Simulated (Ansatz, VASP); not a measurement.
# BaTiO3 in VASP and in Ansatz

Contents of INCAR:

```
  ALGO = Normal
  EDIFF = 1E-8
  ENCUT = 520
  GGA = PE
  ISIF = 2
  ISMEAR = -1
  LASPH = True
  LCHARG = False
  LEFG = True
  LREAL = False
  LWAVE = False
  NBANDS = 28
  NELM = 100
  PREC = Accurate
  SIGMA = 0.03
```

Contents of KPOINTS:

```
k-points
0
Gamma
  7 7 7
```

File POSCAR:

```
BaTiO3
1.0
    3.9998000000     -0.0199990000     -0.0199990000
   -0.0199990000      3.9998000000     -0.0199990000
   -0.0200900000     -0.0200900000      4.0180000000
Ba Ti O
1 1 3
Direct
    0.0000000000      0.0000000000      0.0000000000
    0.5000000000      0.5000000000      0.5000000000
    0.5000000000      0.5000000000      0.0000000000
    0.5000000000      0.0000000000      0.5000000000
    0.0000000000      0.5000000000      0.5000000000
```

Input for Ansatz:

```yaml
crystal:
  lattice:
    - [3.9998, -0.019999, -0.019999]
    - [-0.019999, 3.9998, -0.019999]
    - [-0.02009, -0.02009, 4.018]
  atoms:
    - { symbol: Ba, position: [0.0, 0.0, 0.0] }
    - { symbol: Ti, position: [0.5, 0.5, 0.5] }
    - { symbol: O, position: [0.5, 0.5, 0.0] }
    - { symbol: O, position: [0.5, 0.0, 0.5] }
    - { symbol: O, position: [0.0, 0.5, 0.5] }
kpoints:
  mp_grid: { grid: [7, 7, 7] }
scf:
  occupations: { method: fermi_dirac, width: 0.03 }
hamiltonian:
  xc: pbe
  pseudopotentials: { kind: all_electron, datasets: crystal }
output:
  forces: true
  stress: true
  eigenvalues: true
  efg: { contact_densities: true }
```

Change from the starting cell: equal xy, yz and zx shear strains of -1 %, crystal datasets.

Alike in both runs: task electric field gradients; functional PBE; k mesh 7 × 7 × 7; occupations fermi-dirac, width 0.03 eV; no spin polarisation.

|  | VASP | Ansatz |
| --- | --- | --- |
| version | VASP 6.6.1 | Ansatz 0.2.0 |
| potentials or method | VASP PAW PBE potentials, release 64 (Ba_sv, Ti_sv, O), cutoff 520 eV | all-electron PAW with datasets made for the crystal, scalar-relativistic |

VASP gave:

* gap on the k mesh at the Fermi level (eV): 1.75
* pressure (GPa): 3.5
* traceless stress, the component that is largest in VASP (GPa): 1.26
* size of Vzz on the site where it differs most (V/Å²): 12.6

Q: What did Ansatz give for the same quantities?

A: gap on the k mesh at the Fermi level (eV): 1.81; pressure (GPa): 1.7; traceless stress, the component that is largest in VASP (GPa): 1.22; size of Vzz on the site where it differs most (V/Å²): 11.6.

Ansatz ran all-electron here, and VASP with PAW potentials.

Neither program's run includes spin-orbit coupling.
